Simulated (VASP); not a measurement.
MgSc2C2:

```
CELL_PARAMETERS angstrom
4.30722 0.00000 0.00000
0.00000 4.30722 0.00000
0.00000 0.00000 4.66849
ATOMIC_POSITIONS crystal
Mg 0.00000 0.00000 0.50000
Sc 0.00000 0.50000 0.00000
Sc 0.50000 0.00000 0.00000
C 0.00000 0.50000 0.50000
C 0.50000 0.00000 0.50000
```

- Program: VASP 6.6.1
- Task: relaxation of cell and atoms
- Functional: PBE
- Potentials or basis: VASP PAW PBE potentials, release 64 (Mg, Sc_sv, C)
- Cutoff: 600 eV
- k mesh: 4 × 4 × 4
- Occupations: gaussian, width 0.1 eV
- Spin: no spin polarisation

At the start: pressure 0.3 GPa; volume 17.32 Å³/atom.

Problem. Where does the relaxation end?

Solution. Over 6 steps the energy falls by 86.5 meV/atom and the volume is 18.55 Å³/atom (+7.1 %); space group P4/mmm (No. 123, to 0.05 Å).

Step by step:
```csv
step,energy change (eV),largest force (eV/Å),pressure (GPa),volume (Å³)
1,0.0000,0.0000,0.32,86.61
2,-0.3616,0.0000,3.82,86.77
3,-0.3618,0.0000,4.10,86.76
4,-0.4314,0.0000,-0.21,92.61
5,-0.4314,0.0000,-0.22,92.60
6,-0.4327,0.0000,0.04,92.75
```

Final structure:
```xyz
5
Lattice="4.6034 0.0000 0.0000 0.0000 4.6034 0.0000 0.0000 0.0000 4.3768" Properties=species:S:1:pos:R:3 pbc="T T T"
Mg    4.6034    0.0000    2.1884
Sc    0.0000    2.3017    4.3768
Sc    2.3017    0.0000    0.0000
C     0.0000    2.3017    2.1884
C     2.3017    0.0000    2.1884
```

Caveat: the k points lie up to 0.36 Å⁻¹ apart in the final cell.
